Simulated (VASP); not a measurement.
Input of a VASP 6.6.1 run:

The input INCAR:

```
SYSTEM = Fe
PREC = Accurate
ENCUT = 520
EDIFF = 1E-6
ISMEAR = 0
SIGMA = 0.15
LREAL = .FALSE.
LASPH = .TRUE.
NELM = 150
ALGO = Fast
ISIF = 2
LWAVE = .FALSE.
LCHARG = .FALSE.
ISPIN = 2
MAGMOM = 2.44
LORBIT = 11
LMAXMIX = 4
GGA = PE
NBANDS = 14
```

File KPOINTS:

```
Automatic mesh
0
G
  12 12 12
  0 0 0
```

The input POSCAR:

```
Fe
1.0
   -1.3039106464      1.3039106464      1.7581931156
    1.3039106464     -1.3039106464      1.7581931156
    1.3039106464      1.3039106464     -1.7581931156
Fe
1
Direct
    0.0000000000      0.0000000000      0.0000000000
```

Potentials or basis: VASP PAW PBE potentials, release 64 (Fe).

Run with:

```console
$ cat potpaw_PBE.64/Fe/POTCAR > POTCAR
$ mpirun -np 1 vasp_std > vasp.out
```

Task: Estimate the site moments.

Result: Fe +2.52 μB.

Task: Predict the pressure.

Result: -0.6 GPa.

Task: Estimate the net moment.

Result: 2.52 μB per cell.

Stress tensor (GPa, compression positive):
```
 2.20  0.00  0.00
 0.00  2.20  0.00
 0.00  0.00 -6.21
```
